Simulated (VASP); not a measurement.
# CS2 in VASP: notebook

The runs below take CS2 through single point, with PBE+D3(BJ).

Everything below comes from runs of VASP 6.6.1. Logs are shortened: lines on timing, memory, paths and dates and some standing lists are left out, and cuts for length are marked.

## 1. The cell of the first run

The cell holds an amorphous packing of atoms, 24 atoms: a = 9.583 Å, b = 9.583 Å, c = 9.583 Å, α = 90.00°, β = 90.00°, γ = 90.00°.

## 2. Single point, PBE+D3(BJ)

INCAR reads:

```
SYSTEM = CS2
PREC     = Accurate       ! precision mode
ENCUT    = 520            ! plane-wave cutoff, eV
EDIFF    = 1E-7           ! SCF threshold, eV
ISMEAR   = -1             ! smearing method
SIGMA    = 0.05           ! smearing width, eV
LREAL    = Auto         
LASPH    = .True.         ! aspherical terms in the spheres
NELM     = 100            ! most SCF steps
ALGO     = Normal         ! electronic algorithm
ISIF     = 2              ! what is computed and relaxed
LWAVE    = .False.        ! write WAVECAR
LCHARG   = .True.         ! write CHGCAR
GGA      = PE             ! functional
IVDW     = 12             ! dispersion correction
LELF     = .True.         ! ELF
LVHAR    = .True.       
NBANDS   = 82             ! bands
```

KPOINTS reads:

```
Automatic mesh
0
Gamma
  1 1 1
  0 0 0
```

POSCAR reads:

```
CS2
1.0
    9.5828400000      0.0000000000      0.0000000000
    0.0000000000      9.5828400000      0.0000000000
    0.0000000000      0.0000000000      9.5828400000
S C
16 8
Direct
    0.0475120111      0.9499167261      0.9113164782
    0.2212913917      0.7403024573      0.7259956339
    0.4233922303      0.4752766403      0.4249366576
    0.5136681819      0.5088783701      0.1115118274
    0.8694291045      0.9722691812      0.5332344065
    0.5950741116      0.7895884727      0.5720537962
    0.7206631854      0.4981717320      0.7626340417
    0.7464697313      0.2343251061      0.9535586528
    0.9249554412      0.5907017126      0.0342382843
    1.1754761636      0.4059756815      0.1233037388
    0.3362886159      0.8711509323      0.1710870681
    0.6463532731      0.9387613693      0.1215819110
    0.7582720780      0.3141970439      0.3300378593
    0.9484036048      0.5553468492      0.4293090566
    0.1495903093      0.3363407925      0.7385075823
    0.4374173001      0.1943160900      0.6926339165
    0.1419933965      0.8440712774      0.8220005760
    0.4721251737      0.4910235379      0.2730818839
    0.7337699471      0.8788000217      0.5563695105
    0.7388519479      0.3607490055      0.8544335500
    1.0567326596      0.5016153875      0.0699166427
    0.4887173322      0.9092607202      0.1513851844
    0.8441547600      0.4410383561      0.3775811764
    0.2948917023      0.2618013032      0.7118870815
```

Potentials or basis: VASP PAW PBE potentials, release 64 (S, C).

Launch:

```sh
cat potpaw_PBE.64/S/POTCAR potpaw_PBE.64/C/POTCAR > POTCAR
mpirun -np 1 vasp_gam > vasp.out
```

OUTCAR:

```text
SYSTEM = CS2
   PREC = Accurate
   ENCUT = 520
   EDIFF = 1E-7
   ISMEAR = -1
   LREAL = Auto
   LASPH = .True.
   NELM = 100
   ISIF = 2
   GGA = PE
   IVDW = 12
 IVDW          = 12

 ion  position               nearest neighbor table
   1  0.048  0.950  0.911-  17 1.61
   2  0.221  0.740  0.726-  17 1.55
   3  0.423  0.475  0.425-  18 1.54
   4  0.514  0.509  0.112-  18 1.61
   5  0.869  0.972  0.533-  19 1.59
   6  0.595  0.790  0.572-  19 1.59
[... 8 lines left out ...]
  15  0.150  0.336  0.739-  24 1.59
  16  0.437  0.194  0.693-  24 1.52
  17  0.142  0.844  0.822-   2 1.55   1 1.61
  18  0.472  0.491  0.273-   3 1.54   4 1.61
  19  0.734  0.879  0.556-   6 1.59   5 1.59
  20  0.739  0.361  0.854-   8 1.54   7 1.59
  21  0.057  0.502  0.070-  10 1.55   9 1.56
  22  0.489  0.909  0.151-  11 1.52  12 1.56
  23  0.844  0.441  0.378-  13 1.54  14 1.56
  24  0.295  0.262  0.712-  16 1.52  15 1.59

  LATTYP: Found a simple cubic cell.
 ALAT       =     9.5828400000

  Lattice vectors:

 A1 = (   9.5828400000,   0.0000000000,   0.0000000000)
 A2 = (   0.0000000000,   9.5828400000,   0.0000000000)
 A3 = (   0.0000000000,   0.0000000000,   9.5828400000)

Analysis of symmetry for initial positions (statically):
=====================================================================
 Subroutine PRICEL returns:
 Original cell was already a primitive cell.

 Routine SETGRP: Setting up the symmetry group for a
 simple cubic supercell.

 Subroutine GETGRP returns: Found  1 space group operations
 (whereof  1 operations were pure point group operations)
 out of a pool of 48 trial point group operations.

The static configuration has the point symmetry C_1 .

Analysis of symmetry for dynamics (positions and initial velocities):
=====================================================================
 Subroutine PRICEL returns:
 Original cell was already a primitive cell.

 Routine SETGRP: Setting up the symmetry group for a
 simple cubic supercell.

 Subroutine GETGRP returns: Found  1 space group operations
 (whereof  1 operations were pure point group operations)
 out of a pool of 48 trial point group operations.

The dynamic configuration has the point symmetry C_1 .

 Subroutine INISYM returns: Found  1 space group operations
 (whereof  1 operations are pure point group operations),
 and found     1 'primitive' translations

----------------------------------------------------------------------------------------

                                     Primitive cell

  volume of cell :     880.0001

  direct lattice vectors                    reciprocal lattice vectors
     9.582840000  0.000000000  0.000000000     0.104353198  0.000000000  0.000000000
     0.000000000  9.582840000  0.000000000     0.000000000  0.104353198  0.000000000
     0.000000000  0.000000000  9.582840000     0.000000000  0.000000000  0.104353198

  length of vectors
     9.582840000  9.582840000  9.582840000     0.104353198  0.104353198  0.104353198

  position of ions in fractional coordinates (direct lattice)
     0.047512011  0.949916726  0.911316478
     0.221291392  0.740302457  0.725995634
     0.423392230  0.475276640  0.424936658
     0.513668182  0.508878370  0.111511827
     0.869429104  0.972269181  0.533234407
     0.595074112  0.789588473  0.572053796
[... 16 lines left out ...]
     0.844154760  0.441038356  0.377581176
     0.294891702  0.261801303  0.711887082

  ion indices of the primitive-cell ions
   primitive index   ion index
                 1           1
                 2           2
                 3           3
                 4           4
                 5           5
                 6           6
[... 16 lines left out ...]
                23          23
                24          24

----------------------------------------------------------------------------------------

 KPOINTS: Automatic mesh

Automatic generation of k-mesh.
 Grid dimensions read from file:
 generate k-points for:    1    1    1

 Generating k-lattice:

  Cartesian coordinates                     Fractional coordinates (reciprocal lattice)
     0.104353198  0.000000000  0.000000000     1.000000000  0.000000000  0.000000000
     0.000000000  0.104353198  0.000000000     0.000000000  1.000000000  0.000000000
     0.000000000  0.000000000  0.104353198     0.000000000  0.000000000  1.000000000

  Length of vectors
     0.104353198  0.104353198  0.104353198

  Shift w.r.t. Gamma in fractional coordinates (k-lattice)
     0.000000000  0.000000000  0.000000000

 Subroutine IBZKPT returns following result:
 ===========================================

 Found      1 irreducible k-points:

 Following reciprocal coordinates:
            Coordinates               Weight
  0.000000  0.000000  0.000000      1.000000
   k-points           NKPTS =      1   k-points in BZ     NKDIM =      1   number of bands    NBANDS=     82
   number of dos      NEDOS =    301   number of ions     NIONS =     24
   total plane-waves  NPLWV = 373248
   dimension x,y,z NGX =    72 NGY =   72 NGZ =   72
   dimension x,y,z NGXF=   144 NGYF=  144 NGZF=  144
   ions per type =              16   8
   NGX,Y,Z   is equivalent  to a cutoff of  12.49, 12.49, 12.49 a.u.
   NGXF,Y,Z  is equivalent  to a cutoff of  24.98, 24.98, 24.98 a.u.
 SYSTEM =  CS2
   PREC   = accura    normal or accurate (medium, high low for compatibility)
   ISTART =      0    job   : 0-new  1-cont  2-samecut
   ICHARG =      2    charge: 1-file 2-atom 10-const
   ISPIN  =      1    spin polarized calculation?
   LNONCOLLINEAR =      F non collinear calculations
   LSORBIT =      F    spin-orbit coupling
   LASPH  =      T    aspherical Exc in radial PAW
   ENCUT  =  520.0 eV  38.22 Ry    6.18 a.u.  17.82 17.82 17.82*2*pi/ulx,y,z
   NELM   =    100;   NELMIN=  2; NELMDL= -5     # of ELM steps
   EDIFF  = 0.1E-06   stopping-criterion for ELM
   LREAL  =      T    real-space projection
   EDIFFG = 0.1E-05   stopping-criterion for IOM
   NSW    =      0    number of steps for IOM
   IBRION =     -1    ionic relax: 0-MD 1-quasi-New 2-CG
   NFREE  =      0    steps in history (QN), initial steepest desc. (CG)
   ISIF   =      2    stress and relaxation
   ISYM   =      2    0-nonsym 1-usesym 2-fastsym
   POTIM  = 0.5000    time-step for ionic-motion
   TEBEG  =    0.0;   TEEND  =   0.0 temperature during run
   PSTRESS=    0.0 pullay stress
   NELECT =     128.0000    total number of electrons
   NUPDOWN=      -1.0000    fix difference up-down
   EMIN   =  10.00;   EMAX   =-10.00  energy-range for DOS
   EFERMI =   0.00;   METHOD = LEGACY
   ISMEAR =    -1;   SIGMA  =   0.05  broadening in eV -4-tet -1-fermi 0-gaus
   EFERMI_NEDOS =   21; number of points for ismear=-14 and -15
   IALGO  =     38    algorithm
   IMIX   =      4    mixing-type and parameters
     AMIX     =   0.40;   BMIX     =  1.00
     AMIX_MAG =   1.60;   BMIX_MAG =  1.00
  volume/ion in A,a.u.               =      36.67       247.44
  Fermi-wavevector in a.u.,A,eV,Ry     =   0.860962  1.626982 10.085391  0.741255
  Thomas-Fermi vector in A             =   1.978545
   LORBIT       =      0    0 simple, 1 ext, 2 COOP (PROOUT), +10 PAW based schemes
   GGA     = PE    functional components
   LHFCALC =     F    Hartree Fock is set to
   AEXX    =    0.0000 exact exchange contribution
   IVDW    =    12    specifies the selected vdW correction
   LEPSILON=     F    determine dielectric tensor
   LRPA    =     F    only Hartree local field effects (RPA)
 non-spin polarized calculation
  energy-cutoff  :      520.00
  volume of cell :      880.00
 maximum number of plane-waves:     11852
 NGX is ok and might be reduce to    70
   NGX = 35   NGY = 35   NGZ = 35

 number of electron     128.0000001 magnetization

 Free energy of the ion-electron system (eV)
  ---------------------------------------------------
  ext. energy  EPLUGINS =         0.00000000
  ---------------------------------------------------
  free energy    TOTEN  =      -132.59593183 eV

  energy without entropy =     -132.59593183  energy(sigma->0) =     -132.59593183

 E-fermi :  -0.7568     XC(G=0):  -6.0611

 val. band max:       -2.0296430292   @ k =   0.0000   0.0000   0.0000
 cond. band min:       0.9847332210   @ k =   0.0000   0.0000   0.0000
 fundamental gap:      3.0143762502
 Fermi energy:        -0.7568381672

 k-point     1 :       0.0000    0.0000    0.0000
  band No.  band energies     occupation
      1     -17.2410      2.00000
      2     -17.1548      2.00000
      3     -17.1005      2.00000
      4     -17.0610      2.00000
      5     -16.9839      2.00000
      6     -16.9733      2.00000
[... 68 lines left out ...]
     75       1.5383      0.00000
     76       1.5816      0.00000
 [bands above 76 left out]

------------------------ aborting loop because EDIFF is reached ----------------------------------------

 Edisp (eV)   -2.61827

 E8    (eV) :    -0.8769

  FORCE on cell =-STRESS in cart. coord.  units (eV):
  Direction    XX          YY          ZZ          XY          YZ          ZX
  --------------------------------------------------------------------------------------
  -------------------------------------------------------------------------------------
  Total      -1.88979    -4.16765    -4.15667    -0.10026    -0.01275     2.33158
  in kB      -3.44066    -7.58785    -7.56787    -0.18253    -0.02321     4.24501
  external pressure =       -6.20 kB  Pullay stress =        0.00 kB

 VOLUME and BASIS-vectors are now :
 -----------------------------------------------------------------------------
  energy-cutoff  :      520.00
  volume of cell :      880.00
      direct lattice vectors                 reciprocal lattice vectors
     9.582840000  0.000000000  0.000000000     0.104353198  0.000000000  0.000000000
     0.000000000  9.582840000  0.000000000     0.000000000  0.104353198  0.000000000
     0.000000000  0.000000000  9.582840000     0.000000000  0.000000000  0.104353198

 POSITION                                       TOTAL-FORCE (eV/Angst)
 -----------------------------------------------------------------------------------
      0.45530      9.10290      8.73300         1.329142     -1.229845     -1.055462
      2.12060      7.09420      6.95710         0.126949     -0.019177      0.135003
      4.05730      4.55450      4.07210        -0.234875     -0.104230      0.814066
      4.92240      4.87650      1.06860        -0.316354     -0.175576      2.021551
      8.33160      9.31710      5.10990        -1.396427     -1.016286      0.338260
      5.70250      7.56650      5.48190         1.227502      0.786468     -0.080491
[... 16 lines left out ...]
      8.08940      4.22640      3.61830         1.164963      0.484972      0.525703
      2.82590      2.50880      6.82190        -2.436909      1.285048      0.571750
 -----------------------------------------------------------------------------------
    total drift:                                0.012363     -0.012249      0.012787

  FREE ENERGIE OF THE ION-ELECTRON SYSTEM (eV)
  ---------------------------------------------------
  free  energy   TOTEN  =      -135.2142048701 eV

  energy  without entropy=     -135.2142048701  energy(sigma->0) =     -135.21420487
```

Wall time 2.2 min (1 thread of AMD EPYC 7R43 (Zen 3), shared host); peak memory 0.69 GiB.

Results:

```yaml
Free_energy: -135.2142 eV
Pressure: -0.6 GPa
Largest_force: 2.977 eV/Å
Band_gap_on_the_k_mesh: 3.01 eV
Dispersion_energy_per_atom: -0.109 eV
```

Forces on the atoms (eV/Å):
```
S    1.329 -1.230 -1.055
S    0.127 -0.019  0.135
S   -0.235 -0.104  0.814
S   -0.316 -0.176  2.022
S   -1.396 -1.016  0.338
S    1.228  0.786 -0.080
S    0.194 -1.402  0.548
S    0.176 -0.458  0.170
S    0.441  0.084 -0.079
S    0.265 -0.188 -0.124
S   -1.864 -0.340  0.387
S   -0.071  0.005  0.206
S   -0.596 -0.649 -0.244
S   -0.361  0.069 -0.051
S    0.954 -0.521 -0.308
S    1.430 -0.821 -0.279
C   -1.441  1.279  0.860
C    0.573  0.473 -2.882
C    0.142  0.311 -0.295
C   -0.426  1.763 -1.003
C   -0.817  0.150  0.315
C    1.939  0.233 -0.491
C    1.165  0.485  0.526
C   -2.437  1.285  0.572
```

Caveat: the k points lie up to 0.66 Å⁻¹ apart.

## 3. Single point, PBE+D3(BJ)

INCAR reads:

```
PREC = Accurate
ENCUT = 520
EDIFF = 1E-6
ISMEAR = -1
SIGMA = 0.05
LREAL = Auto
LASPH = True
NELM = 60
ALGO = Normal
ISIF = 2
LWAVE = False
LCHARG = True
GGA = PE
IVDW = 12
LELF = True
LVHAR = True
NBANDS = 82
```

KPOINTS reads:

```
regular mesh
0
Gamma
  1 1 1
```

POSCAR reads:

```
CS2
1.0
    9.5828400000      0.0000000000      0.0000000000
    0.0000000000      9.5828400000      0.0000000000
    0.0000000000      0.0000000000      9.5828400000
S C
16 8
Direct
    0.0424404456      0.9481114158      0.9093859440
    0.2222827471      0.7461566717      0.7265487058
    0.4219208502      0.4686919535      0.4298099520
    0.5102767029      0.5095566659      0.1111361559
    0.8669872397      0.9706934479      0.5330570061
    0.5967228922      0.7874805381      0.5711772293
    0.7249729725      0.4916600924      0.7635210439
    0.7467827909      0.2320502064      0.9549778563
    0.9295261113      0.5888650964      0.0244812603
    1.1699558795      0.3949559838      0.1290953413
    0.3371130062      0.8699299999      0.1771917302
    0.6445166569      0.9458052101      0.1256203798
    0.7522195925      0.3129239349      0.3275751239
    0.9512837530      0.5488247743      0.4367181337
    0.1519695623      0.3429150440      0.7370466375
    0.4403078837      0.1937630181      0.6870301497
    0.1314745942      0.8516264489      0.8172420702
    0.4652065567      0.4901156651      0.2694503926
    0.7333838403      0.8774329948      0.5531971733
    0.7447583389      0.3573157853      0.8549344453
    1.0491148762      0.4882477428      0.0687165809
    0.4924010001      0.9006411460      0.1531591887
    0.8472123087      0.4327735828      0.3822875056
    0.2933577102      0.2652762647      0.7120018700
```

Potentials or basis: VASP PAW PBE potentials, release 64 (S, C).

Launch:

```sh
cat potpaw_PBE.64/S/POTCAR potpaw_PBE.64/C/POTCAR > POTCAR
mpirun -np 1 vasp_gam > vasp.out
```

Wall time 2.3 min (1 thread of AMD EPYC 7R43 (Zen 3), shared host); peak memory 0.67 GiB.

The run converged. Its results:

```
Free energy                : -135.3439 eV
Pressure                   : -0.9 GPa
Largest force              : 2.286 eV/Å
Band gap on the k mesh     : 3.06 eV
Dispersion energy per atom : -0.109 eV
```

Forces in eV/Å, atoms in the order of the input:
```
S   -0.408  0.613  0.355
S   -0.803  0.964  0.738
S    0.441  0.293 -2.072
S   -0.362 -0.143  1.485
S   -0.660 -0.510  0.124
S    0.828  0.538 -0.115
S    0.161 -0.575 -0.059
S    0.275 -0.733  0.389
S    0.196 -0.035  0.016
S   -0.730  0.272 -0.505
S   -0.990 -0.414  0.214
S    0.836 -0.100 -0.015
S    0.144  0.090  0.159
S   -0.794 -0.699 -0.332
S    0.358 -0.265 -0.112
S   -1.167  0.382  0.204
C    1.243 -1.542 -1.142
C   -0.064  0.026  0.516
C   -0.194  0.033 -0.053
C   -0.560  1.210 -0.672
C    0.494 -0.176  0.685
C    0.126  0.414 -0.100
C    0.878  0.545  0.363
C    0.751 -0.188 -0.073
```

Stress tensor (GPa, compression positive):
```
-0.80  0.10  0.33
 0.10 -0.74 -0.11
 0.33 -0.11 -1.22
```

Levels at points of the mesh, in eV from the valence-band top:
| k point | band 61 | band 62 | band 63 | band 64 | band 65 | band 66 | band 67 | band 68 |
| --- | --- | --- | --- | --- | --- | --- | --- | --- |
| (0.00, 0.00, 0.00) | -0.20 | -0.19 | -0.06 | 0.00 | 3.06 | 3.10 | 3.23 | 3.26 |

Caveat: the k points lie up to 0.66 Å⁻¹ apart.
